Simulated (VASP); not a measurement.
Set up this calculation in VASP 6.6.1, as the native input.

| Item | Value |
| --- | --- |
| Task | relaxation of the atoms |
| Functional | PBE |
| Dispersion | D3(BJ) |
| Potentials or basis | VASP PAW PBE potentials, release 64 (Te, Mo_sv) |
| Cutoff | 450 eV |
| k mesh | 9 × 9 × 1 |
| Occupations | gaussian, width 0.05 eV |
| Spin | no spin polarisation |
| Dipole correction | yes |
| Further INCAR settings | ALGO = Normal; EDIFF = 1e-07; NELMDL = -8; IBRION = 2; EDIFFG = -0.04; NSW = 60 |

The structure of Te2Mo lies in POSCAR:

```
Te2Mo
1.0
    3.5030121927      0.0000000000      0.0000000000
   -1.7515060963      3.0336975486      0.0000000000
    0.0000000000      0.0000000000     21.6342122283
Te Mo
2 1
Direct
    0.6666666667      0.3333333333      0.4160077522
    0.6666666667      0.3333333333      0.5839922478
    0.3333333333      0.6666666667      0.5000033462
```

One way to write it, as run:

INCAR

```
SYSTEM = Te2Mo
ALGO     = Normal         ! electronic algorithm
DIPOL    = 0.5 0.5 0.500
EDIFF    = 1E-7           ! SCF threshold, eV
EDIFFG   = -0.04          ! ionic threshold
ENCUT    = 450            ! plane-wave cutoff, eV
GGA      = PE             ! functional
GGA_COMPAT= .FALSE.      
IBRION   = 2              ! ionic algorithm
IDIPOL   = 3            
ISIF     = 2              ! what is computed and relaxed
ISMEAR   = 0              ! smearing method
IVDW     = 12             ! dispersion correction
LASPH    = .TRUE.         ! aspherical terms in the spheres
LCHARG   = .FALSE.        ! write CHGCAR
LDIPOL   = .TRUE.       
LREAL    = .FALSE.        ! projectors in reciprocal space
LWAVE    = .FALSE.        ! write WAVECAR
NELM     = 120            ! most SCF steps
NELMDL   = -8           
NELMIN   = 4            
NSW      = 60             ! ionic steps
PREC     = Accurate       ! precision mode
SIGMA    = 0.05           ! smearing width, eV
```

KPOINTS

```
k-points
0
G
  9 9 1
  0 0 0
```

Potentials or basis: VASP PAW PBE potentials, release 64 (Te, Mo_sv).

Run with:

```sh
$ cat potpaw_PBE.64/Te/POTCAR potpaw_PBE.64/Mo_sv/POTCAR > POTCAR
$ mpirun -np 1 vasp_std > vasp.out
```

It gave:

The largest force after relaxing is 0.016 eV/Å and the band gap on the k mesh is 1.19 eV. The dispersion energy per atom is -0.401 eV.

Caveat: the relaxation stopped at its first step, so nothing moved; spin-orbit coupling is left out, which moves the levels of the heavy elements.

Wall time 110 s on 1 thread of Intel Xeon 8259CL, with other jobs on the host, peak memory 0.29 GiB.
